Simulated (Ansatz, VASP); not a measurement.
One calculation of SiC, two programs

The input INCAR:

```
PREC = Accurate
ENCUT = 520
EDIFF = 1E-6
ISMEAR = 0
SIGMA = 0.05
LREAL = F
LASPH = T
NELM = 80
ALGO = Normal
ISIF = 2
LWAVE = F
LCHARG = F
GGA = PE
NBANDS = 11
```

The input KPOINTS:

```
Automatic mesh
0
Gamma
  12 12 12
```

The input POSCAR:

```
SiC
1.0
    0.0000000000      2.1589488555      2.1589488555
    2.1589488555      0.0000000000      2.1589488555
    2.1134669996      2.1134669996      0.0454818559
Si C
1 1
Direct
    0.0000000000      0.0000000000      0.0000000000
    0.7500000000      0.7500000000      0.7500000000
```

Input for Ansatz:

```yaml
crystal:
  lattice:
    - [0.0, 2.1589488555, 2.1589488555]
    - [2.1589488555, 0.0, 2.1589488555]
    - [2.1134669996, 2.1134669996, 0.0454818559]
  atoms:
    - { symbol: Si, position: [0.0, 0.0, 0.0] }
    - { symbol: C, position: [0.75, 0.75, 0.75] }
basis:
  ecutwfc: 520.0
kpoints:
  mp_grid: { grid: [12, 12, 12] }
hamiltonian:
  xc: pbe
scf:
  occupations: { method: gaussian, width: 0.05 }
output:
  forces: true
  stress: true
  eigenvalues: true
```

Alike in both runs: task single point; functional PBE; k mesh 12 × 12 × 12; occupations gaussian, width 0.05 eV; no spin polarisation.

```csv
,VASP,Ansatz
version,VASP 6.6.1,Ansatz 0.2.0
potentials or method,"VASP PAW PBE potentials, release 64 (Si, C), cutoff 520 eV","scalar-relativistic, plane waves, PAW"
valence electrons in the cell,8,8
```

```tsv
	VASP	Ansatz	Ansatz less VASP
gap on the k mesh at the Fermi level (eV)	1.15	1.16	+0.005
least direct gap on the mesh (eV)	4.39	4.40	+0.006
pressure (GPa)	18.7	18.8	+0.10
traceless stress, the component that is largest in VASP (GPa)	7.07	7.05	-0.023
rms of the force components (eV/Å)	0.286	0.287	+0.0007
```

Atom by atom the forces differ by 0.001 eV/Å (rms over components).
